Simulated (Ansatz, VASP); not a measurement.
# One calculation of Sc, two programs

```
Sc
1.0
     3.29534    0.00000    0.00000
    -1.64767    2.85385    0.00000
     0.00000    0.00000   20.96760
Sc
8
Direct
  0.00000 0.00000 0.00175
  0.33333 0.66667 0.12663
  0.00000 0.00000 0.25000
  0.33333 0.66667 0.37337
  0.00000 0.00000 0.49825
  0.66667 0.33333 0.62566
  0.33333 0.66667 0.75000
  0.66667 0.33333 0.87434
```

Alike in both runs: functional PBE; k mesh 15 × 15 × 2; occupations gaussian, width 0.1 eV; no spin polarisation.

Ansatz relaxed the structure, and its values are those at the end. VASP's run is a single point on that final structure, the one shown.

|  | VASP | Ansatz |
| --- | --- | --- |
| version | VASP 6.6.1 | Ansatz 0.2.0 |
| potentials or method | VASP PAW PBE potentials, release 64 (Sc_sv), cutoff 520 eV | scalar-relativistic, plane waves, PAW |
| valence electrons in the cell | 88 | 88 |

|  | VASP | Ansatz | Ansatz less VASP |
| --- | --- | --- | --- |
| gap on the k mesh at the Fermi level (eV) | none | none | - |
| pressure (GPa) | 0.0 | 0.0 | -0.03 |
| rms of the force components (eV/Å) | 0.003 | 0.003 | -0.0005 |

A gap of «none» marks a metal or a gap that the smearing closes. The functional is the same, so the differences come from potentials, cutoffs and numerics.
